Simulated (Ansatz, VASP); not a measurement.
## Two plane-wave programs on MgO

File INCAR:

```
PREC = Accurate
ENCUT = 520
EDIFF = 1E-6
ISMEAR = 0
SIGMA = 0.05
LREAL = F
LASPH = T
NELM = 60
ALGO = Normal
ISIF = 2
LWAVE = F
LCHARG = F
NBANDS = 36
```

Contents of KPOINTS:

```
Automatic mesh
0
Gamma
  9 9 2
```

The input POSCAR:

```
MgO
1.0
    2.0806186598     -2.0806186598      0.0000000000
    2.0806186598      0.0000000000     -2.0806186598
    8.7846245658      8.5245472333      8.2644699008
Mg O
6 6
Direct
    1.0000000000     -0.0457638380      0.3661107041
    0.3333333333      0.3079089789      0.2033948356
    0.6666666667      0.6005633451      0.5288265726
    1.0000000000      0.8932177113      0.8542583096
    0.3333333333      0.2468905282      0.6915424411
    0.6666666667      0.6615817958      0.0406789671
    0.6666666667      0.6310725704      0.2847527699
    0.0000000000     -0.0152546127      0.1220369014
    0.3333333333      0.2773997535      0.4474686383
    0.6666666667      0.5700541198      0.7729003753
    1.0000000000      0.9237269366      0.6101845068
    0.3333333333      0.2163813029      0.9356162438
```

Input for Ansatz:

```yaml
crystal:
  lattice:
    - [2.0806186598, -2.0806186598, 0.0]
    - [2.0806186598, 0.0, -2.0806186598]
    - [8.7846245658, 8.5245472333, 8.2644699008]
  atoms:
    - { symbol: Mg, position: [1.0, -0.045763838, 0.3661107041] }
    - { symbol: Mg, position: [0.3333333333, 0.3079089789, 0.2033948356] }
    - { symbol: Mg, position: [0.6666666667, 0.6005633451, 0.5288265726] }
    - { symbol: Mg, position: [1.0, 0.8932177113, 0.8542583096] }
    - { symbol: Mg, position: [0.3333333333, 0.2468905282, 0.6915424411] }
    - { symbol: Mg, position: [0.6666666667, 0.6615817958, 0.0406789671] }
    - { symbol: O, position: [0.6666666667, 0.6310725704, 0.2847527699] }
    - { symbol: O, position: [0.0, -0.0152546127, 0.1220369014] }
    - { symbol: O, position: [0.3333333333, 0.2773997535, 0.4474686383] }
    - { symbol: O, position: [0.6666666667, 0.5700541198, 0.7729003753] }
    - { symbol: O, position: [1.0, 0.9237269366, 0.6101845068] }
    - { symbol: O, position: [0.3333333333, 0.2163813029, 0.9356162438] }
basis:
  ecutwfc: 520.0
kpoints:
  mp_grid: { grid: [9, 9, 2] }
hamiltonian:
  xc: lda
  pseudopotentials: { kind: paw, azcp: { folder: soft_1 } }
scf:
  occupations: { method: gaussian, width: 0.05 }
output:
  forces: true
  stress: true
  eigenvalues: true
```

Alike in both runs: task single point; functional LDA; k mesh 9 × 9 × 2; occupations gaussian, width 0.05 eV; no spin polarisation.

```csv
,VASP,Ansatz
version,VASP 6.6.1,Ansatz 0.2.0
potentials or method,"VASP PAW LDA potentials, release 64 (Mg, O), cutoff 520 eV","scalar-relativistic, plane waves, PAW"
valence electrons in the cell,48,96
```

Ansatz gave:

```
gap on the k mesh at the Fermi level (eV)                     : 3.07
least direct gap on the mesh (eV)                             : 3.07
pressure (GPa)                                                : -2.3
traceless stress, the component that is largest in VASP (GPa) : -3.48
rms of the force components (eV/Å)                            : 0.554
```

Question: Estimate VASP's values.

Answer: gap on the k mesh at the Fermi level (eV): 3.03; least direct gap on the mesh (eV): 3.03; pressure (GPa): -4.2; traceless stress, the component that is largest in VASP (GPa): -3.52; rms of the force components (eV/Å): 0.559.

Ansatz warns that its potentials were made for another functional, while VASP's fit it. LDA's correlation is that of Perdew and Zunger in VASP and of Perdew and Wang (1992) in Ansatz. Atom by atom the forces differ by 0.006 eV/Å (rms over components). VASP's potentials hold 48 valence electrons a cell and Ansatz's 96, so a difference there can come from the potentials and not from the codes.
